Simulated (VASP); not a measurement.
# Rh (I4/mmm) in VASP: a series of runs, part 2 of 2

VASP 6.6.1. Earlier steps stand in the parts before.

## (3) Single point, PBEsol (strain +0.000 along x and y, +0.050 along z)

The input, INCAR:

```
SYSTEM = Rh
PREC = Accurate
ENCUT = 520
EDIFF = 1E-7
ISMEAR = 0
SIGMA = 0.15
LREAL = .False.
LASPH = .True.
NELM = 100
ALGO = Fast
ISIF = 2
LWAVE = .False.
LCHARG = .False.
GGA = PS
NBANDS = 14
```

The input, KPOINTS:

```
regular mesh
0
Gamma
  22 22 22
  0 0 0
```

The input, POSCAR:

```
Rh
1.0
    0.0000000000      1.9015500000      1.9966275000
    1.9015500000      0.0000000000      1.9966275000
    1.9015500000      1.9015500000      0.0000000000
Rh
1
Direct
    0.0000000000      0.0000000000      0.0000000000
```

Potentials or basis: VASP PAW PBE potentials, release 64 (Rh_pv).

On the command line:

```console
$ cat potpaw_PBE.64/Rh_pv/POTCAR > POTCAR
$ mpirun -np 1 vasp_std > vasp.out
```

OUTCAR:

```text
SYSTEM = Rh
   PREC = Accurate
   ENCUT = 520
   EDIFF = 1E-7
   ISMEAR = 0
   LREAL = .False.
   LASPH = .True.
   NELM = 100
   ISIF = 2
   GGA = PS

 ion  position               nearest neighbor table
   1  0.000  0.000  0.000-

  LATTYP: Found a body centered tetragonal cell.
 ALAT       =     2.6891977995
 C/A-ratio  =     1.4849242405

  Lattice vectors:

 A1 = (  -1.9015500000,   0.0000000000,   1.9966275000)
 A2 = (   1.9015500000,   0.0000000000,   1.9966275000)
 A3 = (   0.0000000000,   1.9015500000,  -1.9966275000)

Analysis of symmetry for initial positions (statically):
=====================================================================
 Subroutine PRICEL returns:
 Original cell was already a primitive cell.

 Routine SETGRP: Setting up the symmetry group for a
 body centered tetragonal supercell.

 Subroutine GETGRP returns: Found 16 space group operations
 (whereof 16 operations were pure point group operations)
 out of a pool of 16 trial point group operations.

The static configuration has the point symmetry D_4h.

Analysis of symmetry for dynamics (positions and initial velocities):
=====================================================================
 Subroutine PRICEL returns:
 Original cell was already a primitive cell.

 Routine SETGRP: Setting up the symmetry group for a
 body centered tetragonal supercell.

 Subroutine GETGRP returns: Found 16 space group operations
 (whereof 16 operations were pure point group operations)
 out of a pool of 16 trial point group operations.

The dynamic configuration has the point symmetry D_4h.

 Subroutine INISYM returns: Found 16 space group operations
 (whereof 16 operations are pure point group operations),
 and found     1 'primitive' translations

----------------------------------------------------------------------------------------

                                     Primitive cell

  volume of cell :      14.4392

  direct lattice vectors                    reciprocal lattice vectors
     0.000000000  1.901550000  1.996627500    -0.262943388  0.262943388  0.250422275
     1.901550000  0.000000000  1.996627500     0.262943388 -0.262943388  0.250422275
     1.901550000  1.901550000  0.000000000     0.262943388  0.262943388 -0.250422275

  length of vectors
     2.757247500  2.757247500  2.689197800     0.448318822  0.448318822  0.448318822

  position of ions in fractional coordinates (direct lattice)
     0.000000000  0.000000000  0.000000000

  ion indices of the primitive-cell ions
   primitive index   ion index
                 1           1

----------------------------------------------------------------------------------------

 KPOINTS: regular mesh

Automatic generation of k-mesh.
 Grid dimensions read from file:
 generate k-points for:   22   22   22

 Generating k-lattice:

  Cartesian coordinates                     Fractional coordinates (reciprocal lattice)
    -0.011951972  0.011951972  0.011382831     0.045454545 -0.000000000  0.000000000
     0.011951972 -0.011951972  0.011382831    -0.000000000  0.045454545  0.000000000
     0.011951972  0.011951972 -0.011382831     0.000000000  0.000000000  0.045454545

  Length of vectors
     0.020378128  0.020378128  0.020378128

  Shift w.r.t. Gamma in fractional coordinates (k-lattice)
     0.000000000  0.000000000  0.000000000

 Subroutine IBZKPT returns following result:
 ===========================================

 Found    834 irreducible k-points:

 Following reciprocal coordinates:
            Coordinates               Weight
  0.000000  0.000000  0.000000      1.000000
  0.045455  0.000000  0.000000      8.000000
  0.090909  0.000000  0.000000      8.000000
  0.136364  0.000000  0.000000      8.000000
  0.181818  0.000000  0.000000      8.000000
  0.227273  0.000000  0.000000      8.000000
[... 16 lines left out ...]
  0.500000  0.045455  0.000000      8.000000
 -0.454545  0.045455  0.000000      8.000000
 [... further k-points ...]
   k-points           NKPTS =    834   k-points in BZ     NKDIM =    834   number of bands    NBANDS=     14
   number of dos      NEDOS =    301   number of ions     NIONS =      1
   total plane-waves  NPLWV =  11520
   dimension x,y,z NGX =    24 NGY =   24 NGZ =   20
   dimension x,y,z NGXF=    48 NGYF=   48 NGZF=   40
   ions per type =               1
   NGX,Y,Z   is equivalent  to a cutoff of  14.47, 14.47, 12.36 a.u.
   NGXF,Y,Z  is equivalent  to a cutoff of  28.94, 28.94, 24.73 a.u.
 SYSTEM =  Rh
   PREC   = accura    normal or accurate (medium, high low for compatibility)
   ISTART =      0    job   : 0-new  1-cont  2-samecut
   ICHARG =      2    charge: 1-file 2-atom 10-const
   ISPIN  =      1    spin polarized calculation?
   LNONCOLLINEAR =      F non collinear calculations
   LSORBIT =      F    spin-orbit coupling
   LASPH  =      T    aspherical Exc in radial PAW
   ENCUT  =  520.0 eV  38.22 Ry    6.18 a.u.   5.13  5.13  5.00*2*pi/ulx,y,z
   NELM   =    100;   NELMIN=  2; NELMDL= -5     # of ELM steps
   EDIFF  = 0.1E-06   stopping-criterion for ELM
   LREAL  =      F    real-space projection
   EDIFFG = 0.1E-05   stopping-criterion for IOM
   NSW    =      0    number of steps for IOM
   IBRION =     -1    ionic relax: 0-MD 1-quasi-New 2-CG
   NFREE  =      0    steps in history (QN), initial steepest desc. (CG)
   ISIF   =      2    stress and relaxation
   ISYM   =      2    0-nonsym 1-usesym 2-fastsym
   POTIM  = 0.5000    time-step for ionic-motion
   TEBEG  =    0.0;   TEEND  =   0.0 temperature during run
   PSTRESS=    0.0 pullay stress
   NELECT =      15.0000    total number of electrons
   NUPDOWN=      -1.0000    fix difference up-down
   EMIN   =  10.00;   EMAX   =-10.00  energy-range for DOS
   EFERMI =   0.00;   METHOD = LEGACY
   ISMEAR =     0;   SIGMA  =   0.15  broadening in eV -4-tet -1-fermi 0-gaus
   EFERMI_NEDOS =   21; number of points for ismear=-14 and -15
   IALGO  =     68    algorithm
   IMIX   =      4    mixing-type and parameters
     AMIX     =   0.40;   BMIX     =  1.00
     AMIX_MAG =   1.60;   BMIX_MAG =  1.00
  volume/ion in A,a.u.               =      14.44        97.44
  Fermi-wavevector in a.u.,A,eV,Ry     =   1.658025  3.133213 37.403053  2.749047
  Thomas-Fermi vector in A             =   2.745677
   LORBIT       =      0    0 simple, 1 ext, 2 COOP (PROOUT), +10 PAW based schemes
   GGA     = PS    functional components
   LHFCALC =     F    Hartree Fock is set to
   AEXX    =    0.0000 exact exchange contribution
   IVDW    =     0    specifies the selected vdW correction
   LEPSILON=     F    determine dielectric tensor
   LRPA    =     F    only Hartree local field effects (RPA)
 non-spin polarized calculation
 RMM-DIIS sequential band-by-band and
 Gauss-broadening in eV      SIGMA  =   0.15
  energy-cutoff  :      520.00
  volume of cell :       14.44
 maximum number of plane-waves:       404
 NGX is ok and might be reduce to    24
   NGX = 11   NGY = 11   NGZ =  9

 number of electron      14.9999997 magnetization

 Free energy of the ion-electron system (eV)
  ---------------------------------------------------
  ext. energy  EPLUGINS =         0.00000000
  ---------------------------------------------------
  free energy    TOTEN  =        -8.07832634 eV

  energy without entropy =       -8.06206045  energy(sigma->0) =       -8.07019339

 E-fermi :  10.8694     XC(G=0): -13.9041

 val. band max:       10.8666006422   @ k =  -0.4091   0.0455   0.4545
 cond. band min:      10.8707381699   @ k =  -0.1364   0.1818   0.0909
 fundamental gap:      0.0041375276
 Fermi energy:        10.8693740946

 k-point     1 :       0.0000    0.0000    0.0000
  band No.  band energies     occupation
      1     -35.3887      2.00000
      2     -35.3637      2.00000
      3     -35.3637      2.00000
      4       3.1839      2.00000
      5       7.6771      2.00000
      6       8.1904      2.00000
      7       8.1904      2.00000
      8       9.6435      2.00000
      9      10.2563      2.00000
     10      26.8751      0.00000
     11      31.1198      0.00000
     12      31.3904      0.00000
     13      32.4741      0.00000
     14      32.4741      0.00000
[... 375 lines left out ...]
 k-point    24 :      -0.4545    0.0455    0.0000
  band No.  band energies     occupation
      1     -35.9868      2.00000
      2     -35.4976      2.00000
      3     -35.4283      2.00000
      4       5.1760      2.00000
      5       7.6755      2.00000
      6       8.2528      2.00000
      7      10.6864      1.91542
      8      11.2155      0.00110
      9      12.3642      0.00000
     10      19.1439      0.00000
     11      26.3439      0.00000
     12      30.9713      0.00000
     13      31.3949      0.00000
     14      32.2153      0.00000

 [... further k-points ...]
[... 5 lines left out ...]
  --------------------------------------------------------------------------------------
  -------------------------------------------------------------------------------------
  Total       -1.1483173     -1.1483173     -2.1086518      0.0000000      0.0000000     -0.0000000
  in kB     -127.4177496   -127.4177496   -233.9768566      0.0000000      0.0000000     -0.0000000
  external PRESSURE =    -162.9374519 kB  Pullay stress =       0.0000000 kB

 VOLUME and BASIS-vectors are now :
 -----------------------------------------------------------------------------
  energy-cutoff  :      520.00
  volume of cell :       14.44
      direct lattice vectors                 reciprocal lattice vectors
     0.000000000  1.901550000  1.996627500    -0.262943388  0.262943388  0.250422275
     1.901550000  0.000000000  1.996627500     0.262943388 -0.262943388  0.250422275
     1.901550000  1.901550000  0.000000000     0.262943388  0.262943388 -0.250422275

 POSITION                                       TOTAL-FORCE (eV/Angst)
 -----------------------------------------------------------------------------------
      0.00000      0.00000      0.00000        -0.000000      0.000000      0.000000
 -----------------------------------------------------------------------------------
    total drift:                               -0.000000     -0.000000      0.000000

  FREE ENERGIE OF THE ION-ELECTRON SYSTEM (eV)
  ---------------------------------------------------
  free  energy   TOTEN  =        -8.0783263408 eV

  energy  without entropy=       -8.0620604469  energy(sigma->0) =       -8.07019339
```

stdout:

```text
POSCAR found type information on POSCAR Rh
 POSCAR found :  1 types and       1 ions
 scaLAPACK will be used
 -----------------------------------------------------------------------------
|                                                                             |
|                                                                             |
|     You enforced a specific xc type in the INCAR file but a different       |
|     I HOPE YOU KNOW WHAT YOU ARE DOING!                                     |
|                                                                             |
 -----------------------------------------------------------------------------

 LDA part: xc-table for (Slater+PW92), standard interpolation
 POSCAR, INCAR and KPOINTS ok, starting setup
 FFT: planning ... GRIDC
 FFT: planning ... GRID_SOFT
 FFT: planning ... GRID
 WAVECAR not read
 entering main loop
WARNING in EDDRMM: call to ZHEGV failed, returncode =   6  3     13
WARNING in EDDRMM: call to ZHEGV failed, returncode =   6  3     14
WARNING in EDDRMM: call to ZHEGV failed, returncode =   8  4     14
WARNING in EDDRMM: call to ZHEGV failed, returncode =   8  4     14
```

It took 1.9 min on 1 thread of AMD EPYC 9R45 (Zen 5), shared host; peak memory 0.23 GiB.

What came out:

| Property | Result |
| --- | --- |
| Free energy | -8.0783 eV |
| Pressure | -16.3 GPa |

Caveat: the cell differs from its parent crystal (strain +0.000 along x and y, +0.050 along z); the PAW data sets were made with another functional, which shifts forces and pressure a little.
